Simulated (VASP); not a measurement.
Runs of VASP 6.6.1 on Na. The structure is that of space group P6_3/mmc (No. 194), or close to it. The cells are those of the table. 

```csv
cell,gap on the mesh (eV),pressure (GPa)
"a = 3.861, b = 3.861, c = 6.154 Å, angles 90.0, 90.0, 120.0°, 2 atoms",none,-0.6
"a = 3.955, b = 3.955, c = 6.154 Å, angles 90.0, 90.0, 120.0°, 2 atoms",none,-0.9
"a = 3.955, b = 3.955, c = 6.000 Å, angles 90.0, 90.0, 120.0°, 2 atoms",none,-0.7
"a = 3.955, b = 3.955, c = 6.308 Å, angles 90.0, 90.0, 120.0°, 2 atoms",none,-0.9
"a = 3.861, b = 3.861, c = 5.846 Å, angles 90.0, 90.0, 120.0°, 2 atoms",none,-0.2
"a = 3.767, b = 3.767, c = 6.462 Å, angles 90.0, 90.0, 120.0°, 2 atoms",none,-0.6
"a = 3.861, b = 3.861, c = 6.000 Å, angles 90.0, 90.0, 120.0°, 2 atoms",none,-0.4
"a = 3.861, b = 3.861, c = 6.308 Å, angles 90.0, 90.0, 120.0°, 2 atoms",none,-0.8
"a = 3.955, b = 3.955, c = 5.846 Å, angles 90.0, 90.0, 120.0°, 2 atoms",none,(a)
"a = 3.861, b = 3.861, c = 6.462 Å, angles 90.0, 90.0, 120.0°, 2 atoms",none,-0.8
"a = 3.767, b = 3.767, c = 6.308 Å, angles 90.0, 90.0, 120.0°, 2 atoms",none,-0.4
```

Alike in all rows: task single point; level PBEsol; potentials or basis VASP PAW PBE potentials, release 64 (Na_pv); no spin polarisation; k mesh 12 × 12 × 8; cutoff (eV) 520; smearing gaussian 0.15 eV.

Problem. Fill in the values left out.

Solution. (a) -0.5.

Caveats: the PAW data sets were made with another functional, which shifts forces and pressure a little.

A gap of «none» marks levels without a gap at the run's occupations.
